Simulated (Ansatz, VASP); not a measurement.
## Sr3Ir: VASP beside Ansatz

```
Sr Ir
1.0
     4.77181    0.00000    0.00000
     0.00000    4.77181    0.00000
     0.00000    0.00000    4.77181
Sr Ir
3 1
Direct
  0.00000 0.50000 0.50000
  0.50000 0.00000 0.50000
  0.50000 0.50000 0.00000
  0.00000 0.00000 0.00000
```

Alike in both runs: task single point; functional PBE; k mesh 4 × 4 × 4; occupations gaussian, width 0.1 eV; no spin polarisation.

|  | VASP | Ansatz |
| --- | --- | --- |
| version | VASP 6.6.1 | Ansatz 0.2.0 |
| potentials or method | VASP PAW PBE potentials, release 64 (Sr_sv, Ir), cutoff 520 eV | scalar-relativistic, plane waves, PAW |
| valence electrons in the cell | 39 | 47 |

```tsv
	VASP	Ansatz	Ansatz less VASP
gap on the k mesh at the Fermi level (eV)	none	none	-
pressure (GPa)	5.6	5.4	-0.23
```

A gap of «none» marks a metal or a gap that the smearing closes. The functional is the same, so the differences come from potentials, cutoffs and numerics. VASP's potentials hold 39 valence electrons a cell and Ansatz's 47, so a difference there can come from the potentials and not from the codes.

Spin-orbit coupling is off throughout.
